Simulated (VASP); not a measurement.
# MoRu2 (P6_3/mmc) in VASP: further runs

The runs below take MoRu2 through single point, with PBE.

All numbers are computed with VASP 6.6.1; they aren't measurements. Logs are shortened: lines on timing, memory, paths and dates and some standing lists are left out, and cuts for length are marked.

## (1) The cell of the first run

The structure is hexagonal, space group P6_3/mmc (No. 194). The conventional cell has a = 2.756 Å, b = 2.756 Å, c = 13.183 Å, α = 90.00°, β = 90.00°, γ = 120.00°. Within 3.6 Å of Mo (site symmetry -6m2) lie 6 Ru at 2.72 Å and 6 Mo at 2.76 Å. Ru (site symmetry 3m) has 9 Ru at 2.70 to 2.76 Å and 3 Mo at 2.72 Å within 3.6 Å.

## (2) Single point, PBE

Input file INCAR:

```
ALGO     = Normal         # electronic algorithm
EDIFF    = 1E-7           # SCF threshold, eV
ENCUT    = 520            # plane-wave cutoff, eV
GGA      = PE             # functional
ISIF     = 2              # what is computed and relaxed
ISMEAR   = 0              # smearing method
LASPH    = T              # aspherical terms in the spheres
LCHARG   = F              # write CHGCAR
LREAL    = F              # projectors in reciprocal space
LWAVE    = F              # write WAVECAR
NBANDS   = 51             # bands
NELM     = 100            # most SCF steps
PREC     = Accurate       # precision mode
SIGMA    = 0.1            # smearing width, eV
```

Input file KPOINTS:

```
k-points
0
Gamma
  6 6 2
```

Input file POSCAR:

```
MoRu2
1.0
    2.7559681421      0.0000000029      0.0000000000
   -1.3779840735      2.3867384216      0.0000000000
    0.0000000000      0.0000000000     13.1830963734
Mo Ru
2 4
Direct
    0.6666666667      0.3333333333      0.2500000000
    0.3333333333      0.6666666667      0.7500000000
    0.6666666667      0.3333333333      0.9172646648
    0.6666666667      0.3333333333      0.5827353352
    0.3333333333      0.6666666667      0.0827353352
    0.3333333333      0.6666666667      0.4172646648
```

Potentials or basis: VASP PAW PBE potentials, release 64 (Mo_sv, Ru_pv).

The run is started by

```
cat potpaw_PBE.64/Mo_sv/POTCAR potpaw_PBE.64/Ru_pv/POTCAR > POTCAR
mpirun -np 1 vasp_std > vasp.out
```

OUTCAR:

```text
EDIFF = 1E-7
   ENCUT = 520
   GGA = PE
   ISIF = 2
   ISMEAR = 0
   LASPH = T
   LREAL = F
   NELM = 100
   PREC = Accurate

 ion  position               nearest neighbor table
   1  0.667  0.333  0.250-   5 2.72   6 2.72   5 2.72   6 2.72   5 2.72   6 2.72
   2  0.333  0.667  0.750-   3 2.72   4 2.72   3 2.72   4 2.72   3 2.72   4 2.72
   3  0.667  0.333  0.917-   5 2.70   5 2.70   5 2.70   2 2.72   2 2.72   2 2.72
   4  0.667  0.333  0.583-   6 2.70   6 2.70   6 2.70   2 2.72   2 2.72   2 2.72
   5  0.333  0.667  0.083-   3 2.70   3 2.70   3 2.70   1 2.72   1 2.72   1 2.72
   6  0.333  0.667  0.417-   4 2.70   4 2.70   4 2.70   1 2.72   1 2.72   1 2.72

  LATTYP: Found a hexagonal cell.
 ALAT       =     2.7559681421
 C/A-ratio  =     4.7834719756

  Lattice vectors:

 A1 = (   2.7559681421,   0.0000000029,   0.0000000000)
 A2 = (  -1.3779840735,   2.3867384216,   0.0000000000)
 A3 = (   0.0000000000,   0.0000000000,  13.1830963734)

Analysis of symmetry for initial positions (statically):
=====================================================================
 Subroutine PRICEL returns:
 Original cell was already a primitive cell.

 Routine SETGRP: Setting up the symmetry group for a
 hexagonal supercell.

 Subroutine GETGRP returns: Found 24 space group operations
 (whereof 12 operations were pure point group operations)
 out of a pool of 24 trial point group operations.

The static configuration has the point symmetry D_3d.
 The point group associated with its full space group is D_6h.

Analysis of symmetry for dynamics (positions and initial velocities):
=====================================================================
 Subroutine PRICEL returns:
 Original cell was already a primitive cell.

 Routine SETGRP: Setting up the symmetry group for a
 hexagonal supercell.

 Subroutine GETGRP returns: Found 24 space group operations
 (whereof 12 operations were pure point group operations)
 out of a pool of 24 trial point group operations.

The dynamic configuration has the point symmetry D_3d.
 The point group associated with its full space group is D_6h.

 Subroutine INISYM returns: Found 24 space group operations
 (whereof 12 operations are pure point group operations),
 and found     1 'primitive' translations

----------------------------------------------------------------------------------------

                                     Primitive cell

  volume of cell :      86.7154

  direct lattice vectors                    reciprocal lattice vectors
     2.755968142  0.000000003  0.000000000     0.362848897  0.209490909  0.000000000
    -1.377984073  2.386738422  0.000000000    -0.000000000  0.418981817  0.000000000
     0.000000000  0.000000000 13.183096373     0.000000000  0.000000000  0.075854714

  length of vectors
     2.755968142  2.755968142 13.183096373     0.418981816  0.418981817  0.075854714

  position of ions in fractional coordinates (direct lattice)
     0.666666667  0.333333333  0.250000000
     0.333333333  0.666666667  0.750000000
     0.666666667  0.333333333  0.917264665
     0.666666667  0.333333333  0.582735335
     0.333333333  0.666666667  0.082735335
     0.333333333  0.666666667  0.417264665

  ion indices of the primitive-cell ions
   primitive index   ion index
                 1           1
                 2           2
                 3           3
                 4           4
                 5           5
                 6           6

----------------------------------------------------------------------------------------

 KPOINTS: k-points

Automatic generation of k-mesh.
 Grid dimensions read from file:
 generate k-points for:    6    6    2

 Generating k-lattice:

  Cartesian coordinates                     Fractional coordinates (reciprocal lattice)
     0.060474816  0.034915151  0.000000000     0.166666667 -0.000000000  0.000000000
    -0.000000000  0.069830303  0.000000000    -0.000000000  0.166666667  0.000000000
     0.000000000  0.000000000  0.037927357     0.000000000  0.000000000  0.500000000

  Length of vectors
     0.069830303  0.069830303  0.037927357

  Shift w.r.t. Gamma in fractional coordinates (k-lattice)
     0.000000000  0.000000000  0.000000000

 Subroutine IBZKPT returns following result:
 ===========================================

 Found     14 irreducible k-points:

 Following reciprocal coordinates:
            Coordinates               Weight
  0.000000  0.000000  0.000000      1.000000
  0.166667  0.000000  0.000000      6.000000
  0.333333  0.000000  0.000000      6.000000
  0.500000  0.000000  0.000000      3.000000
  0.166667  0.166667  0.000000      6.000000
  0.333333  0.166667  0.000000     12.000000
  0.333333  0.333333  0.000000      2.000000
  0.000000  0.000000  0.500000      1.000000
  0.166667  0.000000  0.500000      6.000000
  0.333333  0.000000  0.500000      6.000000
  0.500000  0.000000  0.500000      3.000000
  0.166667  0.166667  0.500000      6.000000
  0.333333  0.166667  0.500000     12.000000
  0.333333  0.333333  0.500000      2.000000
   k-points           NKPTS =     14   k-points in BZ     NKDIM =     14   number of bands    NBANDS=     51
   number of dos      NEDOS =    301   number of ions     NIONS =      6
   total plane-waves  NPLWV =  39200
   dimension x,y,z NGX =    20 NGY =   20 NGZ =   98
   dimension x,y,z NGXF=    40 NGYF=   40 NGZF=  196
   ions per type =               2   4
   NGX,Y,Z   is equivalent  to a cutoff of  12.06, 12.06, 12.36 a.u.
   NGXF,Y,Z  is equivalent  to a cutoff of  24.13, 24.13, 24.72 a.u.
 SYSTEM =  unknown system
   PREC   = accura    normal or accurate (medium, high low for compatibility)
   ISTART =      0    job   : 0-new  1-cont  2-samecut
   ICHARG =      2    charge: 1-file 2-atom 10-const
   ISPIN  =      1    spin polarized calculation?
   LNONCOLLINEAR =      F non collinear calculations
   LSORBIT =      F    spin-orbit coupling
   LASPH  =      T    aspherical Exc in radial PAW
   ENCUT  =  520.0 eV  38.22 Ry    6.18 a.u.   5.12  5.12 24.51*2*pi/ulx,y,z
   NELM   =    100;   NELMIN=  2; NELMDL= -5     # of ELM steps
   EDIFF  = 0.1E-06   stopping-criterion for ELM
   LREAL  =      F    real-space projection
   EDIFFG = 0.1E-05   stopping-criterion for IOM
   NSW    =      0    number of steps for IOM
   IBRION =     -1    ionic relax: 0-MD 1-quasi-New 2-CG
   NFREE  =      0    steps in history (QN), initial steepest desc. (CG)
   ISIF   =      2    stress and relaxation
   ISYM   =      2    0-nonsym 1-usesym 2-fastsym
   POTIM  = 0.5000    time-step for ionic-motion
   TEBEG  =    0.0;   TEEND  =   0.0 temperature during run
   PSTRESS=    0.0 pullay stress
   NELECT =      84.0000    total number of electrons
   NUPDOWN=      -1.0000    fix difference up-down
   EMIN   =  10.00;   EMAX   =-10.00  energy-range for DOS
   EFERMI =   0.00;   METHOD = LEGACY
   ISMEAR =     0;   SIGMA  =   0.10  broadening in eV -4-tet -1-fermi 0-gaus
   EFERMI_NEDOS =   21; number of points for ismear=-14 and -15
   IALGO  =     38    algorithm
   IMIX   =      4    mixing-type and parameters
     AMIX     =   0.40;   BMIX     =  1.00
     AMIX_MAG =   1.60;   BMIX_MAG =  1.00
  volume/ion in A,a.u.               =      14.45        97.53
  Fermi-wavevector in a.u.,A,eV,Ry     =   1.619829  3.061033 35.699582  2.623845
  Thomas-Fermi vector in A             =   2.713866
   LORBIT       =      0    0 simple, 1 ext, 2 COOP (PROOUT), +10 PAW based schemes
   GGA     = PE    functional components
   LHFCALC =     F    Hartree Fock is set to
   AEXX    =    0.0000 exact exchange contribution
   IVDW    =     0    specifies the selected vdW correction
   LEPSILON=     F    determine dielectric tensor
   LRPA    =     F    only Hartree local field effects (RPA)
 non-spin polarized calculation
 Gauss-broadening in eV      SIGMA  =   0.10
  energy-cutoff  :      520.00
  volume of cell :       86.72
 maximum number of plane-waves:      2349
   NGX = 11   NGY = 11   NGZ = 49

 number of electron      84.0000000 magnetization

 Free energy of the ion-electron system (eV)
  ---------------------------------------------------
  ext. energy  EPLUGINS =         0.00000000
  ---------------------------------------------------
  free energy    TOTEN  =       -58.47549871 eV

  energy without entropy =      -58.43455898  energy(sigma->0) =      -58.45502884

 E-fermi :  12.1977     XC(G=0): -13.7644

 val. band max:       12.1410328398   @ k =   0.3333   0.3333   0.0000
 cond. band min:      12.2182236867   @ k =   0.1667   0.0000   0.5000
 fundamental gap:      0.0771908469
 Fermi energy:        12.1976705409

 k-point     1 :       0.0000    0.0000    0.0000
  band No.  band energies     occupation
      1     -48.5483      2.00000
      2     -48.5483      2.00000
      3     -30.7113      2.00000
      4     -30.6913      2.00000
      5     -30.2341      2.00000
      6     -30.2115      2.00000
[... 43 lines left out ...]
     50      13.6597      0.00000
     51      13.8180      0.00000

 k-point     2 :       0.1667    0.0000    0.0000
  band No.  band energies     occupation
      1     -48.4980      2.00000
      2     -48.4980      2.00000
      3     -30.6683      2.00000
      4     -30.6563      2.00000
      5     -30.3886      2.00000
      6     -30.3803      2.00000
[... 43 lines left out ...]
     50      13.4309      0.00000
     51      13.9060      0.00000

 k-point     3 :       0.3333    0.0000    0.0000
  band No.  band energies     occupation
      1     -48.3959      2.00000
      2     -48.3959      2.00000
      3     -30.7050      2.00000
      4     -30.7014      2.00000
      5     -30.6699      2.00000
      6     -30.6688      2.00000
[... 43 lines left out ...]
     50      14.7905      0.00000
     51      15.1594      0.00000
[... 487 lines left out ...]
 k-point    13 :       0.3333    0.1667    0.5000
  band No.  band energies     occupation
      1     -48.3441      2.00000
      2     -48.3441      2.00000
      3     -30.7676      2.00000
      4     -30.7676      2.00000
      5     -30.7210      2.00000
      6     -30.7210      2.00000
[... 43 lines left out ...]
     50      15.0263      0.00000
     51      16.8035      0.00000

 k-point    14 :       0.3333    0.3333    0.5000
  band No.  band energies     occupation
      1     -48.3182      2.00000
      2     -48.3182      2.00000
      3     -30.6647      2.00000
      4     -30.6647      2.00000
      5     -30.6644      2.00000
      6     -30.6644      2.00000
[... 43 lines left out ...]
     50      15.0702      0.00000
     51      19.8015      0.00000

------------------------ aborting loop because EDIFF is reached ----------------------------------------

  FORCE on cell =-STRESS in cart. coord.  units (eV):
  Direction    XX          YY          ZZ          XY          YZ          ZX
  --------------------------------------------------------------------------------------
  -------------------------------------------------------------------------------------
  Total        0.1113708      0.1113708      0.0840338      0.0000000     -0.0000000      0.0000000
  in kB        2.0577167      2.0577167      1.5526303      0.0000000     -0.0000000      0.0000000
  external PRESSURE =       1.8893546 kB  Pullay stress =       0.0000000 kB

 VOLUME and BASIS-vectors are now :
 -----------------------------------------------------------------------------
  energy-cutoff  :      520.00
  volume of cell :       86.72
      direct lattice vectors                 reciprocal lattice vectors
     2.755968142  0.000000003  0.000000000     0.362848897  0.209490909  0.000000000
    -1.377984073  2.386738422  0.000000000    -0.000000000  0.418981817  0.000000000
     0.000000000  0.000000000 13.183096373     0.000000000  0.000000000  0.075854714

 POSITION                                       TOTAL-FORCE (eV/Angst)
 -----------------------------------------------------------------------------------
      1.37798      0.79558      3.29577        -0.000000     -0.000000      0.000000
     -0.00000      1.59116      9.88732         0.000000      0.000000      0.000000
      1.37798      0.79558     12.09239        -0.000000     -0.000000      0.025711
      1.37798      0.79558      7.68226        -0.000000     -0.000000     -0.025711
     -0.00000      1.59116      1.09071         0.000000     -0.000000     -0.025711
     -0.00000      1.59116      5.50084         0.000000     -0.000000      0.025711
 -----------------------------------------------------------------------------------
    total drift:                               -0.000000      0.000000     -0.000000

  FREE ENERGIE OF THE ION-ELECTRON SYSTEM (eV)
  ---------------------------------------------------
  free  energy   TOTEN  =       -58.4754987055 eV

  energy  without entropy=      -58.4345589760  energy(sigma->0) =      -58.45502884
```

It took 45 s on 1 thread of Intel Xeon 6975P-C (Granite Rapids), shared host; peak memory 0.21 GiB.

What came out:

```
Free energy            : -58.4755 eV
Pressure               : 0.2 GPa
Largest force          : 0.026 eV/Å
Band gap on the k mesh : zero (bands 42 and 43 overlap by 2.29 eV)
```

Forces on the atoms (eV/Å):
```
Mo   0.000  0.000  0.000
Mo   0.000  0.000  0.000
Ru   0.000  0.000  0.026
Ru   0.000  0.000 -0.026
Ru   0.000  0.000 -0.026
Ru   0.000  0.000  0.026
```

Caveat: the k points lie up to 0.44 Å⁻¹ apart, too coarse for converged energies and pressures of a metal.

## (3) Single point, PBE

This run uses another cell than the first one, of 14.91 Å³/atom.

Input file INCAR:

```
SYSTEM = MoRu2
  PREC = Accurate
  ENCUT = 520
  EDIFF = 1E-6
  ISMEAR = 0
  SIGMA = 0.1
  LREAL = .False.
  LASPH = .True.
  NELM = 100
  ALGO = Fast
  ISIF = 2
  LWAVE = .False.
  LCHARG = .False.
  GGA = PE
  NBANDS = 51
```

Input file KPOINTS:

```
regular mesh
0
Gamma
  6 6 2
  0 0 0
```

Input file POSCAR:

```
MoRu2
1.0
    2.7690284300      0.0000000000      0.0000000000
   -1.3845142200      2.3980489700      0.0000000000
    0.0000000000      0.0000000000     13.4727486200
Mo Ru
2 4
Direct
    0.6666666700      0.3333333300      0.2500000000
    0.3333333300      0.6666666700      0.7500000000
    0.6666666700      0.3333333300      0.9166666700
    0.6666666700      0.3333333300      0.5833333300
    0.3333333300      0.6666666700      0.0833333300
    0.3333333300      0.6666666700      0.4166666700
```

Potentials or basis: VASP PAW PBE potentials, release 64 (Mo_sv, Ru_pv).

The run is started by

```
cat potpaw_PBE.64/Mo_sv/POTCAR potpaw_PBE.64/Ru_pv/POTCAR > POTCAR
mpirun -np 1 vasp_std > vasp.out
```

Wall time 51 s (1 thread of Intel Xeon 6975P-C (Granite Rapids), shared host); peak memory 0.24 GiB.

It converged, with:

- Free energy: -58.3845 eV
- Pressure: -8.2 GPa
- Largest force: 0.147 eV/Å
- Band gap on the k mesh: zero (bands 42 and 43 overlap by 2.36 eV)

Forces on the atoms (eV/Å):
```
Mo   0.000  0.000  0.000
Mo   0.000  0.000  0.000
Ru   0.000  0.000  0.147
Ru   0.000  0.000 -0.147
Ru   0.000  0.000 -0.147
Ru   0.000  0.000  0.147
```

Stress tensor (GPa, compression positive):
```
 -6.31   0.00   0.00
  0.00  -6.31   0.00
  0.00   0.00 -12.07
```

Levels at points of the mesh, in eV from the Fermi level:
| k point | band 39 | band 40 | band 41 | band 42 | band 43 | band 44 | band 45 | band 46 |
| --- | --- | --- | --- | --- | --- | --- | --- | --- |
| (0.00, 0.00, 0.00) | -0.86 | -0.86 | -0.86 | -0.86 | -0.73 | -0.52 | -0.52 | 0.48 |
| (0.50, 0.00, 0.00) | 0.14 | 0.41 | 1.50 | 1.62 | 1.79 | 1.79 | 2.11 | 2.13 |
| (0.00, 0.00, 0.50) | -0.89 | -0.89 | -0.89 | -0.89 | -0.14 | -0.14 | -0.14 | -0.14 |
| (0.50, 0.00, 0.50) | 0.50 | 0.50 | 1.13 | 1.13 | 1.60 | 1.60 | 1.79 | 1.79 |

Caveat: the k points lie up to 0.44 Å⁻¹ apart, too coarse for converged energies and pressures of a metal.

The gap in the log of VASP goes by the Fermi energy; the results here count the filled bands.